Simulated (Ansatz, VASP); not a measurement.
# One calculation of BN, two programs

File INCAR:

```
SYSTEM = BN
PREC = Accurate
ENCUT = 520
EDIFF = 1E-6
ISMEAR = 0
SIGMA = 0.05
LREAL = .False.
LASPH = .True.
NELM = 80
ALGO = Normal
ISIF = 2
LWAVE = .False.
LCHARG = .False.
GGA = PE
NBANDS = 36
```

The input KPOINTS:

```
regular mesh
0
Gamma
  10 10 2
  0 0 0
```

The input POSCAR:

```
BN
1.0
   -2.5539396017      0.0000000000      0.0000000000
   -1.2769698008     -2.2117765748      0.0000000000
    0.0000000000      0.0000000000     13.6805650000
B N
6 6
Direct
    0.6666666667      0.6666666667      0.2122992373
    0.6666666667      0.6666666667      0.5212671052
    0.6666666667      0.6666666667      0.8302349731
    0.3333333333      0.3333333333      0.0578153033
    0.3333333333      0.3333333333      0.3667831712
    0.3333333333      0.3333333333      0.6757510392
    0.6666666667      0.6666666667      0.0966068371
    0.6666666667      0.6666666667      0.4055747050
    0.6666666667      0.6666666667      0.7145425729
    0.3333333333      0.3333333333      0.8690265069
    0.3333333333      0.3333333333      0.2510907710
    0.3333333333      0.3333333333      0.5600586390
```

Input for Ansatz:

```yaml
crystal:
  lattice:
    - [-2.5539396017, 0.0, 0.0]
    - [-1.2769698008, -2.2117765748, 0.0]
    - [0.0, 0.0, 13.680565]
  atoms:
    - { symbol: B, position: [0.6666666667, 0.6666666667, 0.2122992373] }
    - { symbol: B, position: [0.6666666667, 0.6666666667, 0.5212671052] }
    - { symbol: B, position: [0.6666666667, 0.6666666667, 0.8302349731] }
    - { symbol: B, position: [0.3333333333, 0.3333333333, 0.0578153033] }
    - { symbol: B, position: [0.3333333333, 0.3333333333, 0.3667831712] }
    - { symbol: B, position: [0.3333333333, 0.3333333333, 0.6757510392] }
    - { symbol: "N", position: [0.6666666667, 0.6666666667, 0.0966068371] }
    - { symbol: "N", position: [0.6666666667, 0.6666666667, 0.405574705] }
    - { symbol: "N", position: [0.6666666667, 0.6666666667, 0.7145425729] }
    - { symbol: "N", position: [0.3333333333, 0.3333333333, 0.8690265069] }
    - { symbol: "N", position: [0.3333333333, 0.3333333333, 0.251090771] }
    - { symbol: "N", position: [0.3333333333, 0.3333333333, 0.560058639] }
basis:
  ecutwfc: 420
kpoints:
  mp_grid: { grid: [10, 10, 2] }
hamiltonian:
  xc: pbe
scf:
  occupations: { method: gaussian, width: 0.05 }
output:
  forces: true
  stress: true
  eigenvalues: true
```

Alike in both runs: task single point; functional PBE; k mesh 10 × 10 × 2; occupations gaussian, width 0.05 eV; no spin polarisation.

|  | VASP | Ansatz |
| --- | --- | --- |
| version | VASP 6.6.1 | Ansatz 0.2.0 |
| potentials or method | VASP PAW PBE potentials, release 64 (B, N), cutoff 520 eV | scalar-relativistic, plane waves, PAW |
| valence electrons in the cell | 48 | 48 |

Ansatz gave:

- gap on the k mesh at the Fermi level (eV): 1.29
- least direct gap on the mesh (eV): 1.67
- pressure (GPa): -6.1
- traceless stress, the component that is largest in VASP (GPa): -9.69
- rms of the force components (eV/Å): 0.757

Question: Estimate VASP's values.

Answer: gap on the k mesh at the Fermi level (eV): 1.29; least direct gap on the mesh (eV): 1.68; pressure (GPa): -5.9; traceless stress, the component that is largest in VASP (GPa): -9.75; rms of the force components (eV/Å): 0.757.

Atom by atom the forces differ by 0.004 eV/Å (rms over components).
